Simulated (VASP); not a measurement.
# Si2Ni (Fm-3m) in VASP: notebook

The runs below take Si2Ni through single point, relaxation of cell and atoms, with PBE.

All numbers are computed with VASP 6.6.1; they aren't measurements. Logs are shortened: lines on timing, memory, paths and dates and some standing lists are left out, and cuts for length are marked.

### 1 The cell of the first run

Symmetry: Fm-3m, No. 225, cubic system. The conventional cell has a = 5.443 Å, b = 5.443 Å, c = 5.443 Å, α = 90.00°, β = 90.00°, γ = 90.00°. Si (site symmetry -43m) has 4 Ni at 2.36 Å and 6 Si at 2.72 Å within 3.1 Å. Within 3.1 Å of Ni (site symmetry m-3m) lie 8 Si at 2.36 Å.

### 2 Single point, PBE

File INCAR:

```
PREC = Accurate ; ENCUT = 520
EDIFF = 1E-6 ; ISMEAR = 0
SIGMA = 0.1 ; LREAL = False
LASPH = True ; NELM = 100
ALGO = Normal ; ISIF = 2
LWAVE = False ; LCHARG = False
GGA = PE ; NBANDS = 16
```

File KPOINTS:

```
regular mesh
0
Gamma
  12 12 12
```

File POSCAR:

```
Si2Ni
1.0
    0.0000000000      2.7215398650      2.7215398650
    2.7215398650      0.0000000000      2.7215398650
    2.7215398650      2.7215398650      0.0000000000
Si Ni
2 1
Direct
    0.2500000000      0.2500000000      0.2500000000
    0.7500000000      0.7500000000      0.7500000000
    0.0000000000      0.0000000000      0.0000000000
```

Potentials or basis: VASP PAW PBE potentials, release 64 (Si, Ni).

Started as:

```bash
$ cat potpaw_PBE.64/Si/POTCAR potpaw_PBE.64/Ni/POTCAR > POTCAR
$ mpirun -np 1 vasp_std > vasp.out
```

OUTCAR:

```text
PREC = Accurate
   ENCUT = 520
   EDIFF = 1E-6
   ISMEAR = 0
   LREAL = False
   LASPH = True
   NELM = 100
   ISIF = 2
   GGA = PE

 ion  position               nearest neighbor table
   1  0.250  0.250  0.250-   3 2.36   3 2.36   3 2.36   3 2.36   2 2.72   2 2.72   2 2.72   2 2.72
                             2 2.72   2 2.72
   2  0.750  0.750  0.750-   3 2.36   3 2.36   3 2.36   3 2.36   1 2.72   1 2.72   1 2.72   1 2.72
                             1 2.72   1 2.72
   3  0.000  0.000  0.000-   2 2.36   1 2.36   2 2.36   1 2.36   2 2.36   2 2.36   1 2.36   1 2.36

  LATTYP: Found a face centered cubic cell.
 ALAT       =     5.4430797300

  Lattice vectors:

 A1 = (   0.0000000000,   2.7215398650,   2.7215398650)
 A2 = (   2.7215398650,   0.0000000000,   2.7215398650)
 A3 = (   2.7215398650,   2.7215398650,   0.0000000000)

Analysis of symmetry for initial positions (statically):
=====================================================================
 Subroutine PRICEL returns:
 Original cell was already a primitive cell.

 Routine SETGRP: Setting up the symmetry group for a
 face centered cubic supercell.

 Subroutine GETGRP returns: Found 48 space group operations
 (whereof 48 operations were pure point group operations)
 out of a pool of 48 trial point group operations.

The static configuration has the point symmetry O_h .

Analysis of symmetry for dynamics (positions and initial velocities):
=====================================================================
 Subroutine PRICEL returns:
 Original cell was already a primitive cell.

 Routine SETGRP: Setting up the symmetry group for a
 face centered cubic supercell.

 Subroutine GETGRP returns: Found 48 space group operations
 (whereof 48 operations were pure point group operations)
 out of a pool of 48 trial point group operations.

The dynamic configuration has the point symmetry O_h .

 Subroutine INISYM returns: Found 48 space group operations
 (whereof 48 operations are pure point group operations),
 and found     1 'primitive' translations

----------------------------------------------------------------------------------------

                                     Primitive cell

  volume of cell :      40.3157

  direct lattice vectors                    reciprocal lattice vectors
     0.000000000  2.721539865  2.721539865    -0.183719521  0.183719521  0.183719521
     2.721539865  0.000000000  2.721539865     0.183719521 -0.183719521  0.183719521
[... 85 lines left out ...]
   ENCUT  =  520.0 eV  38.22 Ry    6.18 a.u.   7.16  7.16  7.16*2*pi/ulx,y,z
   NELM   =    100;   NELMIN=  2; NELMDL= -5     # of ELM steps
   EDIFF  = 0.1E-05   stopping-criterion for ELM
   LREAL  =      F    real-space projection
   EDIFFG = 0.1E-04   stopping-criterion for IOM
   NSW    =      0    number of steps for IOM
   IBRION =     -1    ionic relax: 0-MD 1-quasi-New 2-CG
   NFREE  =      0    steps in history (QN), initial steepest desc. (CG)
   ISIF   =      2    stress and relaxation
   ISYM   =      2    0-nonsym 1-usesym 2-fastsym
   POTIM  = 0.5000    time-step for ionic-motion
   TEBEG  =    0.0;   TEEND  =   0.0 temperature during run
   PSTRESS=    0.0 pullay stress
   NELECT =      18.0000    total number of electrons
   NUPDOWN=      -1.0000    fix difference up-down
   EMIN   =  10.00;   EMAX   =-10.00  energy-range for DOS
   EFERMI =   0.00;   METHOD = LEGACY
   ISMEAR =     0;   SIGMA  =   0.10  broadening in eV -4-tet -1-fermi 0-gaus
   EFERMI_NEDOS =   21; number of points for ismear=-14 and -15
   IALGO  =     38    algorithm
   IMIX   =      4    mixing-type and parameters
     AMIX     =   0.40;   BMIX     =  1.00
     AMIX_MAG =   1.60;   BMIX_MAG =  1.00
  volume/ion in A,a.u.               =      13.44        90.69
  Fermi-wavevector in a.u.,A,eV,Ry     =   1.251241  2.364503 21.301336  1.565604
  Thomas-Fermi vector in A             =   2.385198
   LORBIT       =      0    0 simple, 1 ext, 2 COOP (PROOUT), +10 PAW based schemes
   GGA     = PE    functional components
   LHFCALC =     F    Hartree Fock is set to
   AEXX    =    0.0000 exact exchange contribution
   IVDW    =     0    specifies the selected vdW correction
   LEPSILON=     F    determine dielectric tensor
   LRPA    =     F    only Hartree local field effects (RPA)
 non-spin polarized calculation
 Gauss-broadening in eV      SIGMA  =   0.10
  energy-cutoff  :      520.00
  volume of cell :       40.32
 maximum number of plane-waves:      1106
 NGX is ok and might be reduce to    30
   NGX = 15   NGY = 15   NGZ = 15

 number of electron      17.9999991 magnetization

 Free energy of the ion-electron system (eV)
  ---------------------------------------------------
  ext. energy  EPLUGINS =         0.00000000
  ---------------------------------------------------
  free energy    TOTEN  =       -17.36837806 eV

  energy without entropy =      -17.36293452  energy(sigma->0) =      -17.36565629

 E-fermi :  10.1164     XC(G=0): -11.4927

 val. band max:       10.0930835342   @ k =  -0.4167   0.4167   0.0000
 cond. band min:      10.1168866158   @ k =   0.5000   0.3333   0.0000
 fundamental gap:      0.0238030816
 Fermi energy:        10.1164452006

 k-point     1 :       0.0000    0.0000    0.0000
  band No.  band energies     occupation
      1      -3.5061      2.00000
      2       5.0833      2.00000
      3       5.0833      2.00000
      4       5.0833      2.00000
      5       6.7541      2.00000
      6       6.7541      2.00000
[... 433 lines left out ...]
      3       4.8464      2.00000
      4       5.6584      2.00000
      5       6.0453      2.00000
      6       6.6818      2.00000
[... 8 lines left out ...]
     15      18.1509      0.00000
     16      18.5066      0.00000

 [... further k-points ...]
[... 5 lines left out ...]
  --------------------------------------------------------------------------------------
  -------------------------------------------------------------------------------------
  Total       -0.0102933     -0.0102933     -0.0102933      0.0000000      0.0000000     -0.0000000
  in kB       -0.4090633     -0.4090633     -0.4090633      0.0000000      0.0000000     -0.0000000
  external PRESSURE =      -0.4090633 kB  Pullay stress =       0.0000000 kB

 VOLUME and BASIS-vectors are now :
 -----------------------------------------------------------------------------
  energy-cutoff  :      520.00
  volume of cell :       40.32
      direct lattice vectors                 reciprocal lattice vectors
     0.000000000  2.721539865  2.721539865    -0.183719521  0.183719521  0.183719521
     2.721539865  0.000000000  2.721539865     0.183719521 -0.183719521  0.183719521
     2.721539865  2.721539865  0.000000000     0.183719521  0.183719521 -0.183719521

 POSITION                                       TOTAL-FORCE (eV/Angst)
 -----------------------------------------------------------------------------------
      1.36077      1.36077      1.36077         0.000000      0.000000      0.000000
      4.08231      4.08231      4.08231        -0.000000     -0.000000     -0.000000
      0.00000      0.00000      0.00000         0.000000      0.000000      0.000000
 -----------------------------------------------------------------------------------
    total drift:                                0.000000     -0.000000     -0.000000

  FREE ENERGIE OF THE ION-ELECTRON SYSTEM (eV)
  ---------------------------------------------------
  free  energy   TOTEN  =       -17.3683780611 eV

  energy  without entropy=      -17.3629345221  energy(sigma->0) =      -17.36565629
```

OSZICAR:

```text
N       E                     dE             d eps       ncg     rms          rms(c)
DAV:   1     0.630790494566E+02    0.63079E+02   -0.77485E+03  2328   0.114E+03
DAV:   2    -0.161274365666E+02   -0.79206E+02   -0.72553E+02  2600   0.212E+02
DAV:   3    -0.193305664631E+02   -0.32031E+01   -0.31547E+01  3024   0.457E+01
DAV:   4    -0.193810486762E+02   -0.50482E-01   -0.50462E-01  2704   0.562E+00
DAV:   5    -0.193823568102E+02   -0.13081E-02   -0.13081E-02  2960   0.935E-01    0.162E+01
DAV:   6    -0.243495686562E+02   -0.49672E+01   -0.41364E+01  2392   0.149E+02    0.255E+01
DAV:   7    -0.175214133539E+02    0.68282E+01   -0.12380E+01  2888   0.924E+01    0.384E+00
DAV:   8    -0.174093111881E+02    0.11210E+00   -0.16753E+00  3104   0.208E+01    0.263E+00
DAV:   9    -0.173710518161E+02    0.38259E-01   -0.26414E-01  2752   0.904E+00    0.720E-01
DAV:  10    -0.173682508376E+02    0.28010E-02   -0.10178E-02  3216   0.199E+00    0.310E-01
DAV:  11    -0.173683447814E+02   -0.93944E-04   -0.13000E-03  2888   0.347E-01    0.453E-02
DAV:  12    -0.173683777571E+02   -0.32976E-04   -0.45871E-05  3048   0.539E-02    0.271E-02
DAV:  13    -0.173683778638E+02   -0.10676E-06   -0.23982E-05  2528   0.952E-02    0.715E-03
DAV:  14    -0.173683780611E+02   -0.19731E-06   -0.14224E-06  2256   0.117E-02
   1 F= -.17368378E+02 E0= -.17365656E+02  d E =-.544354E-02
```

Wall time 41 s (1 thread of Intel Xeon 6975P-C, shared host); peak memory 0.19 GiB.

What came out:

| Property | Result |
| --- | --- |
| Free energy | -17.3684 eV |
| Pressure | 0.0 GPa |
| Band gap on the k mesh | zero (band 9 reaches 11.82 eV, above the bottom of band 10 at 9.69 eV) |

Levels at points of the mesh, in eV from the Fermi level:
```csv
k point,band 6,band 7,band 8,band 9,band 10,band 11,band 12,band 13
"(0.00, 0.00, 0.00)",-3.36,-0.43,1.71,1.71,1.71,2.35,2.35,2.35
"(0.50, 0.00, 0.00)",-3.18,-3.18,-1.36,-1.36,1.79,1.83,1.83,2.53
"(0.50, 0.50, 0.00)",-3.46,-3.46,-3.29,-2.97,-0.41,1.49,7.78,8.18
```

Spin polarisation is off, so any magnetic state and its effect on volume and gap are missing.

### 3 Relaxation of cell and atoms, PBE

This run uses another cell than the first one, of 13.17 Å³/atom, 0.980 times its volume.

File INCAR:

```
SYSTEM = Si2Ni
PREC = Accurate
ENCUT = 600
EDIFF = 1E-6
ISMEAR = 0
SIGMA = 0.1
LREAL = .False.
LASPH = .True.
NELM = 100
ALGO = Normal
ISIF = 3
LWAVE = .False.
LCHARG = .False.
GGA = PE
IBRION = 2
NSW = 90
EDIFFG = -0.02
```

File KPOINTS:

```
Automatic mesh
0
Gamma
  12 12 12
  0 0 0
```

File POSCAR:

```
Si2Ni
1.0
    0.0000000000      2.7030000000      2.7030000000
    2.7030000000      0.0000000000      2.7030000000
    2.7030000000      2.7030000000      0.0000000000
Si Ni
2 1
Direct
    0.2500000000      0.2500000000      0.2500000000
    0.7500000000      0.7500000000      0.7500000000
    0.0000000000      0.0000000000      0.0000000000
```

Potentials or basis: VASP PAW PBE potentials, release 64 (Si, Ni).

Started as:

```bash
$ cat potpaw_PBE.64/Si/POTCAR potpaw_PBE.64/Ni/POTCAR > POTCAR
$ mpirun -np 1 vasp_std > vasp.out
```

It took 68 s on 1 thread of Intel Xeon 6975P-C, shared host; peak memory 0.21 GiB.

Results (log left out):

| Quantity | Value |
| --- | --- |
| Free energy | -17.3681 eV |
| Relaxed volume | 13.45 Å³/atom |
| Relaxed cell | a = 3.850 Å, b = 3.850 Å, c = 3.850 Å, α = 60.00°, β = 60.00°, γ = 60.00° |
| Space group after relaxing (to 0.05 Å) | Fm-3m (No. 225) |
| Energy gained by relaxing | 2.6 meV/atom |
| Ionic steps | 3 |
| Pressure after relaxing | 0.0 GPa |
| Band gap on the k mesh | zero (band 9 reaches 11.81 eV, above the bottom of band 10 at 9.67 eV) |

Step by step:
| step | energy change (eV) | largest force (eV/Å) | pressure (GPa) | volume (Å³) |
| --- | --- | --- | --- | --- |
| 1 | 0.0000 | 0.0000 | 2.94 | 39.50 |
| 2 | -0.0044 | 0.0000 | -1.97 | 40.90 |
| 3 | -0.0079 | 0.0000 | 0.00 | 40.34 |

Final structure:
```cif
data_structure
_symmetry_space_group_name_H-M 'P 1'
_symmetry_Int_Tables_number 1
_cell_length_a 3.8497
_cell_length_b 3.8497
_cell_length_c 3.8497
_cell_angle_alpha 60.000
_cell_angle_beta 60.000
_cell_angle_gamma 60.000
_cell_volume 40.34
loop_
_atom_site_label
_atom_site_type_symbol
_atom_site_fract_x
_atom_site_fract_y
_atom_site_fract_z
_atom_site_occupancy
Si1 Si 0.25000 0.25000 0.25000 1
Si2 Si 0.75000 0.75000 0.75000 1
Ni1 Ni 0.00000 0.00000 0.00000 1
```

Levels at points of the mesh, in eV from the Fermi level:
```
           k point  band 6  band 7  band 8  band 9  band 10  band 11  band 12  band 13
(0.00, 0.00, 0.00)   -3.36   -0.43    1.71    1.71     1.71     2.36     2.36     2.36
(0.50, 0.00, 0.00)   -3.18   -3.18   -1.35   -1.35     1.79     1.83     1.83     2.52
(0.50, 0.50, 0.00)   -3.45   -3.45   -3.29   -2.97    -0.41     1.50     7.78     8.17
```

Spin polarisation is off, so any magnetic state and its effect on volume and gap are missing. Zero-point motion and thermal expansion aren't in these numbers.
